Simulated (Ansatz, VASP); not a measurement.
# Zn3BiO: VASP beside Ansatz

```
Zn Bi O
1.0
     4.30658    0.00000    0.00000
     0.00000    4.30658    0.00000
     0.00000    0.00000    4.48952
Zn Bi O
3 1 1
Direct
  0.50000 0.00000 0.50000
  0.00000 0.50000 0.50000
  0.50000 0.50000 0.00000
  0.00000 0.00000 0.50000
  0.00000 0.00000 0.00000
```

Alike in both runs: task relaxation of cell and atoms; functional PBE; k mesh 4 × 4 × 4; occupations gaussian, width 0.1 eV; no spin polarisation.

|  | VASP | Ansatz |
| --- | --- | --- |
| version | VASP 6.6.1 | Ansatz 0.2.0 |
| potentials or method | VASP PAW PBE potentials, release 64 (Zn, Bi_d, O), cutoff 600 eV | scalar-relativistic, plane waves, PAW |
| valence electrons in the cell | 57 | 57 |

Ansatz gave:

```
gap on the k mesh at the Fermi level, each at its own relaxed structure (eV) : none
relaxed volume (Å³/atom)                                                     : 26.78
relaxed cell length with the largest relative difference (Å)                 : 5.537
```

Q: Estimate VASP's values.

A: gap on the k mesh at the Fermi level, each at its own relaxed structure (eV): none; relaxed volume (Å³/atom): 25.80; relaxed cell length with the largest relative difference (Å): 5.435.

A gap of «none» marks a metal or a gap that the smearing closes.

The k mesh is coarse, so the values compare programs but aren't converged. Neither program's run includes spin-orbit coupling. Noted on VASP's run: the volume moved by over 15 % at a fixed basis, so the end points are rough.
